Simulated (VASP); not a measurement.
# ZnCu2SnSe4 (I-4) in VASP: settings compared, part 2 of 2

VASP 6.6.1. Earlier steps stand in the parts before.

## 4. Single point, r2SCAN

File POSCAR:

```
ZnCu2SnSe4
1.0
   -2.8497305688      2.8497305688      5.6916833127
    2.8497305688     -2.8497305688      5.6916833127
    2.8497305688      2.8497305688     -5.6916833127
Zn Cu Sn Se
1 2 1 4
Direct
    0.7500000000      0.2500000000      0.5000000000
    0.2500000000      0.7500000000      0.5000000000
    0.0000000000      0.0000000000      0.0000000000
    0.5000000000      0.5000000000      0.0000000000
    0.6291533399      0.6368073584      0.5258262292
    0.1109811293      0.1033271107      0.4741737708
    0.8966728893      0.3708466601      0.0076540185
    0.3631926416      0.8890188707      0.9923459815
```

File INCAR.step1:

```
PREC = Accurate ; ENCUT = 520
ISMEAR = -1 ; SIGMA = 0.02
LREAL = F ; LASPH = T
NELM = 60 ; NBANDS = 46
GGA = PE ; ALGO = Normal
EDIFF = 1E-4 ; LWAVE = T
LCHARG = F
```

File INCAR.step2:

```
PREC = Accurate ; ENCUT = 520
EDIFF = 1E-7 ; ISMEAR = -1
SIGMA = 0.02 ; LREAL = F
LASPH = T ; NELM = 60
ALGO = Normal ; ISIF = 2
LWAVE = F ; LCHARG = F
METAGGA = R2SCAN ; LMIXTAU = T
NBANDS = 46 ; ISTART = 1
```

File KPOINTS:

```
regular mesh
0
Gamma
  6 6 6
```

Potentials or basis: VASP PAW PBE potentials, release 64 (Zn, Cu, Sn_d, Se).

Run with:

```bash
$ cat potpaw_PBE.64/Zn/POTCAR potpaw_PBE.64/Cu/POTCAR potpaw_PBE.64/Sn_d/POTCAR potpaw_PBE.64/Se/POTCAR > POTCAR
$ cp INCAR.step1 INCAR
$ mpirun -np 1 vasp_std > vasp.out
$ cp INCAR.step2 INCAR
$ mpirun -np 1 vasp_std > vasp.out
```

OUTCAR:

```text
PREC = Accurate
   ENCUT = 520
   EDIFF = 1E-7
   ISMEAR = -1
   LREAL = F
   LASPH = T
   NELM = 60
   ISIF = 2
   METAGGA = R2SCAN
   ISTART = 1

 ion  position               nearest neighbor table
   1  0.750  0.250  0.500-   7 2.46   5 2.46   8 2.46   6 2.46
   2  0.250  0.750  0.500-   6 2.41   7 2.41   5 2.41   8 2.41
   3  0.000  0.000  0.000-   6 2.42   8 2.42   7 2.42   5 2.42
   4  0.500  0.500  0.000-   8 2.58   6 2.58   5 2.58   7 2.58
   5  0.629  0.637  0.526-   2 2.41   3 2.42   1 2.46   4 2.58
[... 1391 lines left out ...]
  Total        0.0465413      0.0465413      0.0502780     -0.0000136     -0.0000000     -0.0000000
  in kB        0.4033115      0.4033115      0.4356924     -0.0001178     -0.0000000     -0.0000000
  external PRESSURE =       0.4141052 kB  Pullay stress =       0.0000000 kB

 VOLUME and BASIS-vectors are now :
 -----------------------------------------------------------------------------
  energy-cutoff  :      520.00
  volume of cell :      184.89
      direct lattice vectors                 reciprocal lattice vectors
    -2.849730569  2.849730569  5.691683313     0.000000000  0.175455184  0.087847474
     2.849730569 -2.849730569  5.691683313     0.175455184  0.000000000  0.087847474
     2.849730569  2.849730569 -5.691683313     0.175455184  0.175455184  0.000000000

 POSITION                                       TOTAL-FORCE (eV/Angst)
 -----------------------------------------------------------------------------------
      0.00000      2.84973      2.84584         0.000000     -0.000000      0.000000
      2.84973      0.00000      2.84584         0.000000     -0.000000      0.000000
      0.00000      0.00000      0.00000         0.000000      0.000000      0.000000
      0.00000      0.00000      5.69168         0.000000     -0.000000      0.000000
      1.52027      1.47665      4.21261        -0.002584     -0.003753      0.004529
      1.32946      1.37308     -1.47907         0.002584      0.003753      0.004529
     -1.47665      1.52027      7.17076         0.003753     -0.002584     -0.004529
      4.32638      1.32946      1.47907        -0.003753      0.002584     -0.004529
 -----------------------------------------------------------------------------------
    total drift:                               -0.000449     -0.000453      0.000136

  FREE ENERGIE OF THE ION-ELECTRON SYSTEM (eV)
  ---------------------------------------------------
  free  energy   TOTEN  =      -116.3696288928 eV

  energy  without entropy=     -116.3694662927  energy(sigma->0) =     -116.36954759
```

OSZICAR.step1:

```text
N       E                     dE             d eps       ncg     rms          rms(c)
DAV:   1     0.706641570975E+03    0.70664E+03   -0.31540E+04  3336   0.189E+03
DAV:   2     0.891329753245E+02   -0.61751E+03   -0.59545E+03  3312   0.492E+02
DAV:   3    -0.231393046357E+02   -0.11227E+03   -0.10940E+03  4026   0.200E+02
DAV:   4    -0.310153906649E+02   -0.78761E+01   -0.77884E+01  4208   0.523E+01
DAV:   5    -0.313424231922E+02   -0.32703E+00   -0.32664E+00  4636   0.118E+01    0.123E+01
DAV:   6    -0.313226723789E+02    0.19751E-01   -0.29472E+01  4854   0.870E+01    0.939E+00
DAV:   7    -0.294701738956E+02    0.18525E+01   -0.76454E+00  4488   0.659E+01    0.469E+00
DAV:   8    -0.296311513087E+02   -0.16098E+00   -0.30160E+00  5280   0.208E+01    0.303E+00
DAV:   9    -0.295401354369E+02    0.91016E-01   -0.92082E-01  4612   0.169E+01    0.638E-01
DAV:  10    -0.295370321169E+02    0.31033E-02   -0.64395E-02  4910   0.495E+00    0.197E-01
DAV:  11    -0.295377619143E+02   -0.72980E-03   -0.93687E-03  5126   0.194E+00    0.165E-01
DAV:  12    -0.295381240791E+02   -0.36216E-03   -0.16628E-03  4568   0.792E-01    0.441E-02
DAV:  13    -0.295381696515E+02   -0.45572E-04   -0.33402E-04  3138   0.286E-01
   1 F= -.29538170E+02 E0= -.29537989E+02  d E =-.360487E-03
```

It took 23 min on 1 thread of AMD EPYC 9R45 (Zen 5), shared host; peak memory 0.6 GiB.

Results:

```
Free energy            : -116.3696 eV
Pressure               : 0.0 GPa
Largest force          : 0.006 eV/Å
Band gap on the k mesh : 0.08 eV
```

Forces on the atoms (eV/Å):
```
Zn   0.000  0.000  0.000
Cu   0.000  0.000  0.000
Cu   0.000  0.000  0.000
Sn   0.000  0.000  0.000
Se  -0.003 -0.004  0.005
Se   0.003  0.004  0.005
Se   0.004 -0.003 -0.005
Se  -0.004  0.003 -0.005
```

Levels at points of the mesh, in eV from the valence-band top:
```csv
k point,band 33,band 34,band 35,band 36,band 37,band 38,band 39,band 40
"(0.00, 0.00, 0.00)",-1.54,-0.04,-0.04,0.00,0.08,1.94,2.62,3.68
"(0.50, 0.00, 0.00)",-1.25,-1.19,-1.10,-0.57,1.56,3.05,3.21,4.15
"(0.50, 0.50, 0.00)",-0.88,-0.77,-0.56,-0.42,0.43,2.17,2.95,3.97
"(0.50, 0.50, 0.50)",-1.16,-1.16,-0.92,-0.92,1.09,1.99,1.99,2.28
```

Caveat: semilocal functionals underestimate gaps, and a narrow one can read as zero; the PAW data sets were made with another functional, which shifts forces and pressure a little; spin-orbit coupling is left out, which moves the levels of the heavy elements.

## 5. Summary

| level | potentials or basis | cell | gap on the mesh (eV) | pressure (GPa) | largest force (eV/Å) |
| --- | --- | --- | --- | --- | --- |
| LDA | VASP PAW LDA potentials, release 64 (Zn, Cu, Sn_d, Se) | a = 6.974 Å, angles 131.8, 131.8, 70.6°, 8 atoms, atomic positions A | 0.04 | -3.1 | 0.21 |
| PBE | VASP PAW PBE potentials, release 64 (Zn, Cu, Sn_d, Se) | a = 7.056 Å, angles 131.8, 131.8, 70.6°, 8 atoms, atomic positions B | 0.03 | 0.1 | 0.02 |
| r2SCAN | VASP PAW PBE potentials, release 64 (Zn, Cu, Sn_d, Se) | a = 6.974 Å, angles 131.8, 131.8, 70.6°, 8 atoms, atomic positions A | 0.08 | 0.0 | 0.01 |

Alike in all rows: task single point; no spin polarisation; k mesh 6 × 6 × 6; cutoff (eV) 520; smearing fermi-dirac 0.02 eV.

Caveats: semilocal functionals underestimate gaps, and a narrow one can read as zero; spin-orbit coupling is left out, which moves the levels of the heavy elements; the cell stands under tension (at least some runs); the PAW data sets were made with another functional, which shifts forces and pressure a little (at least some runs).

Absolute energies hang on the potentials; compare differences alone.
